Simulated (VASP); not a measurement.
Here is a VASP 6.6.1 calculation.

Contents of INCAR:

```
SYSTEM = Mg12O
PREC = Accurate
ENCUT = 520
EDIFF = 1E-7
ISMEAR = -1
SIGMA = 0.15
LREAL = .False.
LASPH = .True.
NELM = 80
ALGO = Normal
ISIF = 2
LWAVE = .False.
LCHARG = .True.
GGA = PE
LELF = .True.
LVHAR = .True.
NBANDS = 27
```

The input KPOINTS:

```
Automatic mesh
0
Gamma
  3 2 3
  0 0 0
```

File POSCAR:

```
Mg12O
1.0
    6.4200000000      0.0000000000      0.0000000000
   -4.8150000000      8.3398250000      0.0000000000
    0.0000000000      0.0000000000      5.2130400000
Mg O
12 1
Direct
   -0.0335434809      0.0013189725      0.0274695763
    0.1353729011      0.2185657373      0.5318777527
    0.0024880261      0.3303786350      0.0311334653
    0.1835054535      0.5800841145      0.5474157114
   -0.0038335733      0.6726040415      0.0876264138
    0.0570911601      0.8729439766      0.5095491306
    0.4788780906      0.0057315351     -0.0270667403
    0.7151825214      0.2565881179      0.5397810107
    0.4819057494      0.3099345610      0.0224629007
    0.6122194591      0.5341119268      0.5815608551
    0.5243644170      0.6813332414      0.0384804260
    0.6158990791      0.9271177753      0.4728910578
    0.3536859168      0.8696705267      0.6594232924
```

Potentials or basis: VASP PAW PBE potentials, release 64 (Mg, O).

The run is started by

```bash
$ cat potpaw_PBE.64/Mg/POTCAR potpaw_PBE.64/O/POTCAR > POTCAR
$ mpirun -np 1 vasp_std > vasp.out
```

(1) Estimate the largest force.

(2) Predict the pressure.

Answers

(1) 2.833 eV/Å.

(2) 1.8 GPa.

Caveat: the k points lie up to 0.40 Å⁻¹ apart.
